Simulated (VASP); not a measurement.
Write the native input for VASP 6.6.1 that does the following.

```yaml
Task: single point
Functional: PBE
Potentials_or_basis: VASP PAW PBE potentials, release 64 (Ga_d, As)
Cutoff: 520 eV
k_mesh: 6 × 6 × 6
Occupations: gaussian, width 0.1 eV
Spin: no spin polarisation
Dipole_correction: no
Further_INCAR_settings: ALGO = Normal; EDIFF = 1e-06; NBANDS = 36
```

The structure of GaAs lies in POSCAR:

```
GaAs
1.0
    2.8543136084      1.6479387319      4.9071239173
   -2.8543136084      1.6479387319      4.9071239173
    0.0000000000     -3.2958774586      4.9071239190
Ga As
3 3
Direct
    0.1852926120      0.1852926120      0.1852926120
    0.8147073880      0.8147073880      0.8147073880
    0.0000000000      0.0000000000      0.0000000000
    0.5000000000      0.5000000000      0.0000000000
    0.0000000000      0.5000000000      0.5000000000
    0.5000000000      0.0000000000      0.5000000000
```

The cell was built from a structure type or drawn by symmetry, and may not be a known phase.

The input as run:

INCAR

```
SYSTEM = GaAs
ALGO = Normal
EDIFF = 1E-6
ENCUT = 520
GGA = PE
ISIF = 2
ISMEAR = 0
LASPH = .TRUE.
LCHARG = .TRUE.
LELF = .TRUE.
LREAL = .FALSE.
LVHAR = .TRUE.
LWAVE = .FALSE.
NBANDS = 36
NELM = 100
PREC = Accurate
SIGMA = 0.1
```

KPOINTS

```
k-points
0
G
  6 6 6
  0 0 0
```

Potentials or basis: VASP PAW PBE potentials, release 64 (Ga_d, As).

Command:

```sh
$ cat potpaw_PBE.64/Ga_d/POTCAR potpaw_PBE.64/As/POTCAR > POTCAR
$ mpirun -np 1 vasp_std > vasp.out
```

Results of the run:

- Pressure: 0.0 GPa
- Largest force: 0.011 eV/Å
- Band gap on the k mesh: zero (bands 27 and 28 overlap by 1.16 eV)

It took 5.1 min on 1 thread of AMD EPYC 7R43 64-Core Processor (Zen 3) (shared host), peak memory 0.34 GiB.
